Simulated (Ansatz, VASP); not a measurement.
# Two plane-wave programs on GaSb

```
Ga Sb
1.0
     0.00000    2.82259    2.82259
     2.82259    0.00000    2.82259
     2.82259    2.82259    0.00000
Ga Sb
1 1
Direct
  0.00000 0.00000 0.00000
  0.50000 0.50000 0.50000
```

Alike in both runs: functional LDA; k mesh 12 × 12 × 12; occupations fermi-dirac, width 0.05 eV; no spin polarisation.

Ansatz relaxed the structure, and its values are those at the end. VASP's run is a single point on that final structure, the one shown.

|  | VASP | Ansatz |
| --- | --- | --- |
| version | VASP 6.6.1 | Ansatz 0.2.0 |
| potentials or method | VASP PAW LDA potentials, release 64 (Ga_d, Sb) | PAW with Ansatz's default frozen-core files, scalar-relativistic |
| plane-wave cutoff (eV) | 520 | 420 |
| valence electrons in the cell | 18 | 28 |

Ansatz gave:

- pressure (GPa): 0.0

**Question.** What did VASP give for the same quantities?

**Answer.** Pressure (GPa): 0.3.

LDA's correlation is that of Perdew and Zunger in VASP and of Perdew and Wang (1992) in Ansatz. VASP's potentials hold 18 valence electrons a cell and Ansatz's 28, so a difference there can come from the potentials and not from the codes.

Neither program's run includes spin-orbit coupling.
